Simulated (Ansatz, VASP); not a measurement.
**HPt4: VASP beside Ansatz**

The input INCAR:

```
SYSTEM = HPt4
  PREC = Accurate
  ENCUT = 520
  EDIFF = 1E-6
  ISMEAR = 0
  SIGMA = 0.1
  LREAL = .FALSE.
  LASPH = .TRUE.
  NELM = 150
  ALGO = Normal
  ISIF = 2
  LWAVE = .FALSE.
  LCHARG = .FALSE.
  ISPIN = 2
  MAGMOM = 0 0 0 0 1
  LORBIT = 11
  LMAXMIX = 4
  LDIPOL = .TRUE.
  IDIPOL = 3
  DIPOL = 0.5 0.5 0.334
  GGA = PE
  NBANDS = 32
```

Contents of KPOINTS:

```
Automatic mesh
0
G
  9 7 1
  0 0 0
```

File POSCAR:

```
HPt4
1.0
    2.8071640675      0.0000000000      0.0000000000
    0.0000000000      3.9699294961      0.0000000000
    0.0000000000      0.0000000000     21.1553936849
Pt H
4 1
Direct
    0.5000000000      0.5000000000      0.1890770770
    0.0000000000      0.0000000000      0.2554233740
    0.5000000000      0.5000000000      0.3268881911
    0.0000000000      0.0000000000      0.3854994999
    0.5000000000      0.5000000000      0.5145446049
```

Input for Ansatz:

```yaml
crystal:
  lattice:
    - [2.8071640675, 0.0, 0.0]
    - [0.0, 3.9699294961, 0.0]
    - [0.0, 0.0, 21.1553936849]
  atoms:
    - { symbol: Pt, position: [0.5, 0.5, 0.189077077] }
    - { symbol: Pt, position: [0.0, 0.0, 0.255423374] }
    - { symbol: Pt, position: [0.5, 0.5, 0.3268881911] }
    - { symbol: Pt, position: [0.0, 0.0, 0.3854994999] }
    - { symbol: H, position: [0.5, 0.5, 0.5145446049], spin: 1.0 }
basis:
  ecutwfc: 420
kpoints:
  mp_grid: { grid: [9, 7, 1] }
hamiltonian:
  xc: pbe
  pseudopotentials: { kind: paw, azcp: { folder: soft_1 } }
scf:
  occupations: { method: gaussian, width: 0.1 }
output:
  forces: true
  eigenvalues: true
  populations: true
  write_density: true
  write_potential: true
  elf: true
  volumetric_format: npy
magnetization:
  spin_polarized: true
efield:
  axis: 3
  dipole_correction: true
  ramp_width: 0.04
```

Alike in both runs: task single point; functional PBE; k mesh 9 × 7 × 1; occupations gaussian, width 0.1 eV; collinear spin.

```csv
,VASP,Ansatz
version,VASP 6.6.1,Ansatz 0.2.0
potentials or method,"VASP PAW PBE potentials, release 64 (Pt, H), cutoff 520 eV","scalar-relativistic, plane waves, PAW"
valence electrons in the cell,41,73
```

VASP gave:

```
gap on the k mesh at the Fermi level (eV)                     : none
rms of the force components (eV/Å)                            : 0.321
net moment per atom (μB)                                      : 0.18
size of the moment on the site where the two differ most (μB) : 0.37
```

Q: What did Ansatz give for the same quantities?

A: gap on the k mesh at the Fermi level (eV): none; rms of the force components (eV/Å): 0.322; net moment per atom (μB): 0.18; size of the moment on the site where the two differ most (μB): 0.82.

Site moments also hang on the region over which each program counts them. Atom by atom the forces differ by 0.009 eV/Å (rms over components). A gap of «none» marks a metal or a gap that the smearing closes. VASP's potentials hold 41 valence electrons a cell and Ansatz's 73, so a difference there can come from the potentials and not from the codes. Ansatz's warnings: xc potential rough in thin density.

Spin-orbit coupling is off throughout.
